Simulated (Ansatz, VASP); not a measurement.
**Sn3Te in VASP and in Ansatz**

File POSCAR:

```
Sn3Te
1.0
    4.8656220000      0.0000000000      0.0000000000
    0.0000000000      4.8656220000      0.0000000000
    0.0000000000      0.0000000000      4.8656220000
Te Sn
1 3
Direct
    0.0000000000      0.0000000000      0.0000000000
    0.0000000000      0.5000000000      0.5000000000
    0.5000000000      0.0000000000      0.5000000000
    0.5000000000      0.5000000000      0.0000000000
```

INCAR.step1

```
PREC = Accurate
ENCUT = 520
ISMEAR = -1
SIGMA = 0.05
LREAL = False
LASPH = True
NELM = 60
NBANDS = 32
GGA = PE
ALGO = Normal
EDIFF = 1E-4
LWAVE = True
LCHARG = False
```

File INCAR.step2:

```
PREC = Accurate
ENCUT = 520
EDIFF = 1E-7
ISMEAR = -1
SIGMA = 0.05
LREAL = False
LASPH = True
NELM = 60
ALGO = Normal
ISIF = 2
LWAVE = False
LCHARG = False
METAGGA = R2SCAN
LMIXTAU = True
NBANDS = 32
ISTART = 1
```

Contents of KPOINTS:

```
Automatic mesh
0
Gamma
  6 6 6
```

The input input.yaml:

```yaml
crystal:
  lattice:
    - [4.865622, 0.0, 0.0]
    - [0.0, 4.865622, 0.0]
    - [0.0, 0.0, 4.865622]
  atoms:
    - { symbol: Te, position: [0.0, 0.0, 0.0] }
    - { symbol: Sn, position: [0.0, 0.5, 0.5] }
    - { symbol: Sn, position: [0.5, 0.0, 0.5] }
    - { symbol: Sn, position: [0.5, 0.5, 0.0] }
hamiltonian:
  xc: r2scan
  pseudopotentials: { kind: paw }
kpoints:
  mp_grid: { grid: [6, 6, 6] }
scf:
  occupations: { method: fermi_dirac, width: 0.05 }
output:
  forces: true
  stress: true
  eigenvalues: true
  write_density: true
  write_potential: true
  elf: true
  volumetric_format: npy
```

Alike in both runs: task single point; functional r2SCAN; k mesh 6 × 6 × 6; occupations fermi-dirac, width 0.05 eV; no spin polarisation.

|  | VASP | Ansatz |
| --- | --- | --- |
| version | VASP 6.6.1 | Ansatz 0.2.0 |
| potentials or method | VASP PAW PBE potentials, release 64 (Te, Sn_d) | Ansatz PAW |
| plane-wave cutoff (eV) | 520 | 500 |
| valence electrons in the cell | 48 | 58 |

|  | VASP | Ansatz | Ansatz less VASP |
| --- | --- | --- | --- |
| gap on the k mesh at the Fermi level (eV) | none | none | - |
| pressure (GPa) | -0.3 | -0.3 | +0.01 |

VASP's potentials were made for PBE, not for r2SCAN. A gap of «none» marks a metal or a gap that the smearing closes. VASP's potentials hold 48 valence electrons a cell and Ansatz's 58, so a difference there can come from the potentials and not from the codes.

Neither program's run includes spin-orbit coupling.
